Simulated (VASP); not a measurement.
# In2As2F in VASP: single point with PBE+D3(BJ)

Aim: the single point of In2As2F with PBE+D3(BJ).

All numbers are computed with VASP 6.6.1; they aren't measurements. Logs are shortened: lines on timing, memory, paths and dates and some standing lists are left out, and cuts for length are marked.

### 1 The cell of the first run

The cell holds a slab with vacuum, 5 atoms: a = 4.322 Å, b = 4.322 Å, c = 21.839 Å, α = 90.00°, β = 90.00°, γ = 120.00°.

### 2 Single point, PBE+D3(BJ)

The input, INCAR:

```
SYSTEM = In2As2F
PREC     = Accurate       ! precision mode
ENCUT    = 520            ! plane-wave cutoff, eV
EDIFF    = 1E-7           ! SCF threshold, eV
ISMEAR   = 0              ! smearing method
SIGMA    = 0.1            ! smearing width, eV
LREAL    = .False.        ! projectors in reciprocal space
LASPH    = .True.         ! aspherical terms in the spheres
NELM     = 100            ! most SCF steps
ALGO     = Normal         ! electronic algorithm
ISIF     = 2              ! what is computed and relaxed
LWAVE    = .False.        ! write WAVECAR
LCHARG   = .False.        ! write CHGCAR
LDIPOL   = .True.       
IDIPOL   = 3            
DIPOL    = 0.5 0.5 0.338
GGA      = PE             ! functional
IVDW     = 12             ! dispersion correction
NBANDS   = 30             ! bands
```

The input, KPOINTS:

```
regular mesh
0
Gamma
  6 6 1
  0 0 0
```

The input, POSCAR:

```
In2As2F
1.0
    4.3220706682      0.0000000000      0.0000000000
   -2.1610353341      3.7430229956      0.0000000000
    0.0000000000      0.0000000000     21.8386926822
As In F
2 2 1
Direct
    0.0000000000      0.0000000000      0.1831611470
    0.3333333333      0.6666666667      0.3540823938
    0.3333333333      0.6666666667      0.2235591229
    0.6666666667      0.3333333333      0.3864101577
    0.6666666667      0.3333333333      0.5420971326
```

Potentials or basis: VASP PAW PBE potentials, release 64 (As, In_d, F).

Launch:

```bash
> cat potpaw_PBE.64/As/POTCAR potpaw_PBE.64/In_d/POTCAR potpaw_PBE.64/F/POTCAR > POTCAR
> mpirun -np 1 vasp_std > vasp.out
```

OUTCAR:

```text
SYSTEM = In2As2F
   PREC = Accurate
   ENCUT = 520
   EDIFF = 1E-7
   ISMEAR = 0
   LREAL = .False.
   LASPH = .True.
   NELM = 100
   ISIF = 2
   GGA = PE
   IVDW = 12
 IVDW          = 12

 ion  position               nearest neighbor table
   1  0.000  0.000  0.183-   3 2.65   3 2.65   3 2.65
   2  0.333  0.667  0.354-   4 2.59   4 2.59   4 2.59   3 2.85
   3  0.333  0.667  0.224-   1 2.65   1 2.65   1 2.65   2 2.85
   4  0.667  0.333  0.386-   2 2.59   2 2.59   2 2.59
   5  0.667  0.333  0.542-

  LATTYP: Found a hexagonal cell.
 ALAT       =     4.3220706682
 C/A-ratio  =     5.0528310060

  Lattice vectors:

 A1 = (   4.3220706682,   0.0000000000,   0.0000000000)
 A2 = (  -2.1610353341,   3.7430229956,   0.0000000000)
 A3 = (   0.0000000000,   0.0000000000,  21.8386926822)

Analysis of symmetry for initial positions (statically):
=====================================================================
 Subroutine PRICEL returns:
 Original cell was already a primitive cell.

 Routine SETGRP: Setting up the symmetry group for a
 hexagonal supercell.

 Subroutine GETGRP returns: Found  6 space group operations
 (whereof  6 operations were pure point group operations)
 out of a pool of 24 trial point group operations.

The static configuration has the point symmetry C_3v.

Analysis of symmetry for dynamics (positions and initial velocities):
=====================================================================
 Subroutine PRICEL returns:
 Original cell was already a primitive cell.

 Routine SETGRP: Setting up the symmetry group for a
 hexagonal supercell.

 Subroutine GETGRP returns: Found  6 space group operations
 (whereof  6 operations were pure point group operations)
 out of a pool of 24 trial point group operations.

The dynamic configuration has the point symmetry C_3v.

 Subroutine INISYM returns: Found  6 space group operations
 (whereof  6 operations are pure point group operations),
 and found     1 'primitive' translations

----------------------------------------------------------------------------------------

                                     Primitive cell

  volume of cell :     353.2979

  direct lattice vectors                    reciprocal lattice vectors
     4.322070668  0.000000000  0.000000000     0.231370581  0.133581867  0.000000000
    -2.161035334  3.743022996  0.000000000     0.000000000  0.267163734  0.000000000
     0.000000000  0.000000000 21.838692682     0.000000000  0.000000000  0.045790287

  length of vectors
     4.322070668  4.322070668 21.838692682     0.267163734  0.267163734  0.045790287

  position of ions in fractional coordinates (direct lattice)
     0.000000000  0.000000000  0.183161147
     0.333333333  0.666666667  0.354082394
     0.333333333  0.666666667  0.223559123
     0.666666667  0.333333333  0.386410158
     0.666666667  0.333333333  0.542097133

  ion indices of the primitive-cell ions
   primitive index   ion index
                 1           1
                 2           2
                 3           3
                 4           4
                 5           5

----------------------------------------------------------------------------------------

 KPOINTS: regular mesh

Automatic generation of k-mesh.
 Grid dimensions read from file:
 generate k-points for:    6    6    1

 Generating k-lattice:

  Cartesian coordinates                     Fractional coordinates (reciprocal lattice)
     0.038561763  0.022263645  0.000000000     0.166666667  0.000000000  0.000000000
     0.000000000  0.044527289  0.000000000     0.000000000  0.166666667  0.000000000
     0.000000000  0.000000000  0.045790287     0.000000000  0.000000000  1.000000000

  Length of vectors
     0.044527289  0.044527289  0.045790287

  Shift w.r.t. Gamma in fractional coordinates (k-lattice)
     0.000000000  0.000000000  0.000000000

 Subroutine IBZKPT returns following result:
 ===========================================

 Found      7 irreducible k-points:

 Following reciprocal coordinates:
            Coordinates               Weight
  0.000000  0.000000  0.000000      1.000000
  0.166667  0.000000  0.000000      6.000000
  0.333333  0.000000  0.000000      6.000000
  0.500000  0.000000  0.000000      3.000000
  0.166667  0.166667  0.000000      6.000000
  0.333333  0.166667  0.000000     12.000000
  0.333333  0.333333  0.000000      2.000000
   k-points           NKPTS =      7   k-points in BZ     NKDIM =      7   number of bands    NBANDS=     30
   number of dos      NEDOS =    301   number of ions     NIONS =      5
   total plane-waves  NPLWV = 165888
   dimension x,y,z NGX =    32 NGY =   32 NGZ =  162
   dimension x,y,z NGXF=    64 NGYF=   64 NGZF=  324
   ions per type =               2   2   1
   NGX,Y,Z   is equivalent  to a cutoff of  12.31, 12.31, 12.33 a.u.
   NGXF,Y,Z  is equivalent  to a cutoff of  24.62, 24.62, 24.66 a.u.
 SYSTEM =  In2As2F
   PREC   = accura    normal or accurate (medium, high low for compatibility)
   ISTART =      0    job   : 0-new  1-cont  2-samecut
   ICHARG =      2    charge: 1-file 2-atom 10-const
   ISPIN  =      1    spin polarized calculation?
   LNONCOLLINEAR =      F non collinear calculations
   LSORBIT =      F    spin-orbit coupling
   LASPH  =      T    aspherical Exc in radial PAW
   ENCUT  =  520.0 eV  38.22 Ry    6.18 a.u.   8.04  8.04 40.61*2*pi/ulx,y,z
   NELM   =    100;   NELMIN=  2; NELMDL= -5     # of ELM steps
   EDIFF  = 0.1E-06   stopping-criterion for ELM
   LREAL  =      F    real-space projection
   EDIFFG = 0.1E-05   stopping-criterion for IOM
   NSW    =      0    number of steps for IOM
   IBRION =     -1    ionic relax: 0-MD 1-quasi-New 2-CG
   NFREE  =      0    steps in history (QN), initial steepest desc. (CG)
   ISIF   =      2    stress and relaxation
   ISYM   =      2    0-nonsym 1-usesym 2-fastsym
   POTIM  = 0.5000    time-step for ionic-motion
   TEBEG  =    0.0;   TEEND  =   0.0 temperature during run
   PSTRESS=    0.0 pullay stress
   NELECT =      43.0000    total number of electrons
   NUPDOWN=      -1.0000    fix difference up-down
   EMIN   =  10.00;   EMAX   =-10.00  energy-range for DOS
   EFERMI =   0.00;   METHOD = LEGACY
   ISMEAR =     0;   SIGMA  =   0.10  broadening in eV -4-tet -1-fermi 0-gaus
   EFERMI_NEDOS =   21; number of points for ismear=-14 and -15
   IALGO  =     38    algorithm
   IMIX   =      4    mixing-type and parameters
     AMIX     =   0.40;   BMIX     =  1.00
     AMIX_MAG =   1.60;   BMIX_MAG =  1.00
  volume/ion in A,a.u.               =      70.66       476.83
  Fermi-wavevector in a.u.,A,eV,Ry     =   0.811305  1.533144  8.955563  0.658215
  Thomas-Fermi vector in A             =   1.920640
   LORBIT       =      0    0 simple, 1 ext, 2 COOP (PROOUT), +10 PAW based schemes
   GGA     = PE    functional components
   LHFCALC =     F    Hartree Fock is set to
   AEXX    =    0.0000 exact exchange contribution
   IVDW    =    12    specifies the selected vdW correction
   LEPSILON=     F    determine dielectric tensor
   LRPA    =     F    only Hartree local field effects (RPA)
 non-spin polarized calculation
 Gauss-broadening in eV      SIGMA  =   0.10
  energy-cutoff  :      520.00
  volume of cell :      353.30
 maximum number of plane-waves:      9529
   NGX = 17   NGY = 17   NGZ = 81

 number of electron      42.9999998 magnetization

 dipolmoment           0.000000      0.000000      0.429271 electrons x Angstroem

 Free energy of the ion-electron system (eV)
  ---------------------------------------------------
  ext. energy  EPLUGINS =         0.00000000
  ---------------------------------------------------
  free energy    TOTEN  =       -15.64960863 eV

  energy without entropy =      -15.56058425  energy(sigma->0) =      -15.60509644

 E-fermi :  -4.0802     XC(G=0):  -3.9767

 val. band max:       -4.1113093559   @ k =   0.0000   0.0000   0.0000
 cond. band min:      -3.7827836189   @ k =   0.0000   0.0000   0.0000
 fundamental gap:      0.3285257370
 Fermi energy:        -4.0801634945

 k-point     1 :       0.0000    0.0000    0.0000
  band No.  band energies     occupation
      1     -22.8494      2.00000
      2     -18.5369      2.00000
      3     -18.4615      2.00000
      4     -18.4615      2.00000
      5     -18.3741      2.00000
      6     -18.3741      2.00000
[... 22 lines left out ...]
     29       1.0427      0.00000
     30       1.1584      0.00000

 k-point     2 :       0.1667    0.0000    0.0000
  band No.  band energies     occupation
      1     -22.8484      2.00000
      2     -18.5480      2.00000
      3     -18.4589      2.00000
      4     -18.4534      2.00000
      5     -18.3773      2.00000
      6     -18.3689      2.00000
[... 22 lines left out ...]
     29       1.5855      0.00000
     30       1.7832      0.00000

 k-point     3 :       0.3333    0.0000    0.0000
  band No.  band energies     occupation
      1     -22.8459      2.00000
      2     -18.5784      2.00000
      3     -18.4461      2.00000
      4     -18.4417      2.00000
      5     -18.3821      2.00000
      6     -18.3540      2.00000
[... 22 lines left out ...]
     29       2.3477      0.00000
     30       3.0467      0.00000

 k-point     4 :       0.5000    0.0000    0.0000
  band No.  band energies     occupation
      1     -22.8446      2.00000
      2     -18.5950      2.00000
      3     -18.4394      2.00000
      4     -18.4380      2.00000
      5     -18.3831      2.00000
      6     -18.3442      2.00000
[... 22 lines left out ...]
     29       2.7674      0.00000
     30       3.5187      0.00000

 k-point     5 :       0.1667    0.1667    0.0000
  band No.  band energies     occupation
      1     -22.8465      2.00000
      2     -18.5676      2.00000
      3     -18.4537      2.00000
      4     -18.4420      2.00000
      5     -18.3805      2.00000
      6     -18.3598      2.00000
[... 22 lines left out ...]
     29       2.0883      0.00000
     30       2.3118      0.00000

 k-point     6 :       0.3333    0.1667    0.0000
  band No.  band energies     occupation
      1     -22.8446      2.00000
      2     -18.5880      2.00000
      3     -18.4432      2.00000
      4     -18.4371      2.00000
      5     -18.3815      2.00000
      6     -18.3506      2.00000
[... 22 lines left out ...]
     29       2.5773      0.00000
     30       2.9678      0.00000

 k-point     7 :       0.3333    0.3333    0.0000
  band No.  band energies     occupation
      1     -22.8440      2.00000
      2     -18.5890      2.00000
      3     -18.4418      2.00000
      4     -18.4356      2.00000
      5     -18.3784      2.00000
      6     -18.3551      2.00000
[... 22 lines left out ...]
     29       2.8283      0.00000
     30       2.8799      0.00000

------------------------ aborting loop because EDIFF is reached ----------------------------------------

 vacuum level on the upper side and lower side of the slab       (xc-potential included)         2.253        -2.440

 Edisp (eV)   -0.86496

 E8    (eV) :    -0.4110

  FORCE on cell =-STRESS in cart. coord.  units (eV):
  Direction    XX          YY          ZZ          XY          YZ          ZX
  --------------------------------------------------------------------------------------
  -------------------------------------------------------------------------------------
  Total       0.15212     0.15212    -3.76617    -0.00000     0.00000    -0.00000
  in kB       0.68985     0.68985   -17.07928    -0.00000     0.00000    -0.00000
  external pressure =       -5.23 kB  Pullay stress =        0.00 kB

 VOLUME and BASIS-vectors are now :
 -----------------------------------------------------------------------------
  energy-cutoff  :      520.00
  volume of cell :      353.30
      direct lattice vectors                 reciprocal lattice vectors
     4.322070668  0.000000000  0.000000000     0.231370581  0.133581867  0.000000000
    -2.161035334  3.743022996  0.000000000     0.000000000  0.267163734  0.000000000
     0.000000000  0.000000000 21.838692682     0.000000000  0.000000000  0.045790287

 POSITION                                       TOTAL-FORCE (eV/Angst)
 -----------------------------------------------------------------------------------
      0.00000      0.00000      4.00000        -0.000000      0.000000     -0.093432
     -0.00000      2.49535      7.73270         0.000000      0.000000     -0.295507
     -0.00000      2.49535      4.88224        -0.000000      0.000000      0.317356
      2.16104      1.24767      8.43869         0.000000      0.000000      1.024979
      2.16104      1.24767     11.83869        -0.000000     -0.000000     -0.953396
 -----------------------------------------------------------------------------------
    total drift:                                0.000000      0.000000      0.000098

  FREE ENERGIE OF THE ION-ELECTRON SYSTEM (eV)
  ---------------------------------------------------
  free  energy   TOTEN  =       -16.5145721257 eV

  energy  without entropy=      -16.4255477477  energy(sigma->0) =      -16.47005994

 vacuum level on the upper side and lower side of the slab         6.359         1.557
```

It took 2.9 min on 1 thread of Intel Xeon Platinum 8259CL at 2.50GHz (Skylake/Cascade Lake), shared host; peak memory 0.43 GiB.

Results:

* Free energy: -16.5146 eV
* Largest force: 1.025 eV/Å
* Dispersion energy per atom: -0.173 eV

Forces in eV/Å, atoms in the order of the input:
```
As   0.000  0.000 -0.093
As   0.000  0.000 -0.296
In   0.000  0.000  0.317
In   0.000  0.000  1.025
F    0.000  0.000 -0.953
```

Levels at points of the mesh, in eV from the Fermi level:
```csv
k point,band 19,band 20,band 21,band 22,band 23,band 24,band 25,band 26
"(0.00, 0.00, 0.00)",-0.03,-0.03,0.30,0.30,0.76,1.38,3.66,4.60
"(0.50, 0.00, 0.00)",-0.48,-0.18,-0.13,-0.06,1.61,2.34,2.81,3.89
```

Caveat: spin-orbit coupling is left out, which moves the levels of the heavy elements; an odd number of electrons without spin polarisation forces a metal; a magnetic or distorted state may lie lower.
